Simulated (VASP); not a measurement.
Set up this calculation in VASP 6.6.1, as the native input.

- Task: single point
- Functional: PBE
- Potentials or basis: VASP PAW PBE potentials, release 64 (Hf_pv, Ti_sv, B)
- Cutoff: 520 eV
- k mesh: 6 × 6 × 4
- Occupations: gaussian, width 0.1 eV
- Spin: no spin polarisation
- Dipole correction: no
- Further INCAR settings: ALGO = Fast; EDIFF = 1e-06; NBANDS = 27

The structure of Hf2TiB2 lies in POSCAR:

```
Hf2TiB2
1.0
    4.5192763888      0.0000000032      0.0000000000
   -2.2596381971      3.9138081578      0.0000000000
    0.0000000000      0.0000000000      4.5924856754
Hf Ti B
2 1 2
Direct
    0.3333333333      0.6666666667      0.0000000000
    0.6666666667      0.3333333333      0.0000000000
    0.0000000000      0.0000000000      0.5000000000
    0.3333333333      0.6666666667      0.5000000000
    0.6666666667      0.3333333333      0.5000000000
```

One way to write it, as run:

INCAR

```
PREC     = Accurate       # precision mode
ENCUT    = 520            # plane-wave cutoff, eV
EDIFF    = 1E-6           # SCF threshold, eV
ISMEAR   = 0              # smearing method
SIGMA    = 0.1            # smearing width, eV
LREAL    = F              # projectors in reciprocal space
LASPH    = T              # aspherical terms in the spheres
NELM     = 100            # most SCF steps
ALGO     = Fast           # electronic algorithm
ISIF     = 2              # what is computed and relaxed
LWAVE    = F              # write WAVECAR
LCHARG   = T              # write CHGCAR
GGA      = PE             # functional
LELF     = T              # ELF
LVHAR    = T            
NBANDS   = 27             # bands
```

KPOINTS

```
regular mesh
0
Gamma
  6 6 4
```

Potentials or basis: VASP PAW PBE potentials, release 64 (Hf_pv, Ti_sv, B).

The run is started by

```bash
$ cat potpaw_PBE.64/Hf_pv/POTCAR potpaw_PBE.64/Ti_sv/POTCAR potpaw_PBE.64/B/POTCAR > POTCAR
$ mpirun -np 1 vasp_std > vasp.out
```

Results of the run:

The pressure is 0.1 GPa and the band gap on the k mesh is zero (band 19 reaches 5.64 eV, above the bottom of band 20 at 4.82 eV).

Caveat: spin-orbit coupling is left out, which moves the levels of the heavy elements.

Run time: 3.7 min on 1 thread of Intel(R) Xeon(R) Platinum 8488C (Sapphire Rapids), with other jobs on the host, peak memory 0.23 GiB.
